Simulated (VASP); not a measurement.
# AlAu (Pm-3m) in VASP: a series of runs, part 2 of 2

VASP 6.6.1. Earlier steps stand in the parts before.

## 4. Single point, LDA

This run uses another cell than the first one, of 10.89 Å³/atom, 1.083 times its volume.

INCAR

```
PREC = Accurate
ENCUT = 520
EDIFF = 1E-7
ISMEAR = -1
SIGMA = 0.05
LREAL = False
LASPH = True
NELM = 100
ALGO = Normal
ISIF = 2
LWAVE = False
LCHARG = False
GGA = CA
NBANDS = 14
```

KPOINTS

```
regular mesh
0
Gamma
  11 11 11
```

POSCAR

```
AlAu
1.0
    2.7927046338      0.0000000000      0.0000000000
    0.0000000000      2.7927046338      0.0000000000
    0.0000000000      0.0000000000      2.7927046338
Al Au
1 1
Direct
    0.0000000000      0.0000000000      0.0000000000
    0.5000000000      0.5000000000      0.5000000000
```

Potentials or basis: VASP PAW LDA potentials, release 64 (Al, Au).

Started as:

```sh
$ cat potpaw_LDA.64/Al/POTCAR potpaw_LDA.64/Au/POTCAR > POTCAR
$ mpirun -np 1 vasp_std > vasp.out
```

OUTCAR:

```text
PREC = Accurate
   ENCUT = 520
   EDIFF = 1E-7
   ISMEAR = -1
   LREAL = False
   LASPH = True
   NELM = 100
   ISIF = 2
   GGA = CA

 ion  position               nearest neighbor table
   1  0.000  0.000  0.000-   2 2.42   2 2.42   2 2.42   2 2.42   2 2.42   2 2.42   2 2.42   2 2.42

   2  0.500  0.500  0.500-   1 2.42   1 2.42   1 2.42   1 2.42   1 2.42   1 2.42   1 2.42   1 2.42

  LATTYP: Found a simple cubic cell.
 ALAT       =     2.7927046338

  Lattice vectors:

 A1 = (   2.7927046338,   0.0000000000,   0.0000000000)
 A2 = (   0.0000000000,   2.7927046338,   0.0000000000)
 A3 = (   0.0000000000,   0.0000000000,   2.7927046338)

Analysis of symmetry for initial positions (statically):
=====================================================================
 Subroutine PRICEL returns:
 Original cell was already a primitive cell.

 Routine SETGRP: Setting up the symmetry group for a
 simple cubic supercell.

 Subroutine GETGRP returns: Found 48 space group operations
 (whereof 48 operations were pure point group operations)
 out of a pool of 48 trial point group operations.

The static configuration has the point symmetry O_h .
[... 175 lines left out ...]
      6      10.4967      2.00000
      7      20.0834      0.00000
      8      20.0834      0.00000
      9      20.0834      0.00000
     10      25.4845      0.00000
     11      25.4845      0.00000
     12      29.5607      0.00000
     13      34.6160      0.00000
     14      34.6160      0.00000
[... 377 lines left out ...]
      1       2.9141      2.00000
      2       7.0122      2.00000
      3       7.2532      2.00000
      4       9.1565      2.00000
      5       9.2794      2.00000
      6      10.2928      2.00000
      7      15.8078      2.00000
      8      21.2017      0.00000
      9      21.4673      0.00000
     10      24.2100      0.00000
     11      28.6818      0.00000
     12      30.2238      0.00000
     13      31.7776      0.00000
     14      33.3182      0.00000

 [... further k-points ...]

------------------------ aborting loop because EDIFF is reached ----------------------------------------

  FORCE on cell =-STRESS in cart. coord.  units (eV):
  Direction    XX          YY          ZZ          XY          YZ          ZX
  --------------------------------------------------------------------------------------
  -------------------------------------------------------------------------------------
  Total       17.4323685     17.4323685     17.4323685      0.0000000      0.0000000      0.0000000
  in kB     1282.3068561   1282.3068561   1282.3068561      0.0000000      0.0000000      0.0000000
  external PRESSURE =    1282.3068561 kB  Pullay stress =       0.0000000 kB

 VOLUME and BASIS-vectors are now :
 -----------------------------------------------------------------------------
  energy-cutoff  :      520.00
  volume of cell :       21.78
      direct lattice vectors                 reciprocal lattice vectors
     2.792704634  0.000000000  0.000000000     0.358075819  0.000000000  0.000000000
     0.000000000  2.792704634  0.000000000     0.000000000  0.358075819  0.000000000
     0.000000000  0.000000000  2.792704634     0.000000000  0.000000000  0.358075819

 POSITION                                       TOTAL-FORCE (eV/Angst)
 -----------------------------------------------------------------------------------
      0.00000      0.00000      0.00000         0.000000      0.000000      0.000000
      1.39635      1.39635      1.39635         0.000000      0.000000      0.000000
 -----------------------------------------------------------------------------------
    total drift:                                0.000000     -0.000000     -0.000000

  FREE ENERGIE OF THE ION-ELECTRON SYSTEM (eV)
  ---------------------------------------------------
  free  energy   TOTEN  =        -6.5435080441 eV

  energy  without entropy=       -6.5396140375  energy(sigma->0) =       -6.54156104
```

OSZICAR:

```text
N       E                     dE             d eps       ncg     rms          rms(c)
DAV:   1     0.587578900380E+02    0.58758E+02   -0.68168E+03  1664   0.917E+02
DAV:   2    -0.665234636793E+01   -0.65410E+02   -0.61463E+02  1934   0.199E+02
DAV:   3    -0.775813787493E+01   -0.11058E+01   -0.11041E+01  1898   0.245E+01
DAV:   4    -0.776200451052E+01   -0.38666E-02   -0.38665E-02  1964   0.174E+00
DAV:   5    -0.776202983991E+01   -0.25329E-04   -0.25330E-04  1922   0.138E-01    0.242E+01
DAV:   6    -0.669030368341E+01    0.10717E+01   -0.22835E+00  1820   0.156E+01    0.126E+01
DAV:   7    -0.657042400278E+01    0.11988E+00   -0.73483E-02  1862   0.249E+00    0.516E+00
DAV:   8    -0.654344975277E+01    0.26974E-01   -0.53967E-03  1796   0.532E-01    0.282E-01
DAV:   9    -0.654351387105E+01   -0.64118E-04   -0.80955E-05  2024   0.666E-02    0.144E-01
DAV:  10    -0.654350804021E+01    0.58308E-05   -0.83120E-06  1922   0.212E-02    0.655E-03
DAV:  11    -0.654350804413E+01   -0.39217E-08   -0.18681E-07  1998   0.289E-03
   1 F= -.65435080E+01 E0= -.65415610E+01  d E =-.389401E-02
```

Run time: 14 s. Hardware: 1 thread of Intel Xeon Platinum 8375C at 2.90GHz (Ice Lake), shared host; peak memory 0.14 GiB.

What came out:

* Free energy: -6.5435 eV
* Pressure: 128.2 GPa
* Band gap on the k mesh: zero (band 7 reaches 20.08 eV, above the bottom of band 8 at 16.55 eV)

Caveat: spin-orbit coupling is left out, which moves the levels of the heavy elements.
